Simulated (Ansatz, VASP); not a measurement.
## Tl: VASP beside Ansatz

```
Tl
1.0
     0.00000    4.65775    4.65775
     4.65775    0.00000    4.65775
     4.65775    4.65775    0.00000
Tl
4
Direct
  0.62500 0.62500 0.62500
  0.62500 0.62500 0.12500
  0.62500 0.12500 0.62500
  0.12500 0.62500 0.62500
```

Alike in both runs: functional PBE; k mesh 4 × 4 × 4; occupations gaussian, width 0.1 eV; no spin polarisation.

Ansatz relaxed the structure, and its values are those at the end. VASP's run is a single point on that final structure, the one shown.

|  | VASP | Ansatz |
| --- | --- | --- |
| version | VASP 6.6.1 | Ansatz 0.2.0 |
| potentials or method | VASP PAW PBE potentials, release 64 (Tl_d), cutoff 520 eV | scalar-relativistic, plane waves, PAW |
| valence electrons in the cell | 52 | 52 |

```csv
,VASP,Ansatz,Ansatz less VASP
gap on the k mesh at the Fermi level (eV),none,none,-
pressure (GPa),0.1,0.1,+0.03
```

A gap of «none» marks a metal or a gap that the smearing closes. The functional is the same, so the differences come from potentials, cutoffs and numerics.

Neither program's run includes spin-orbit coupling.
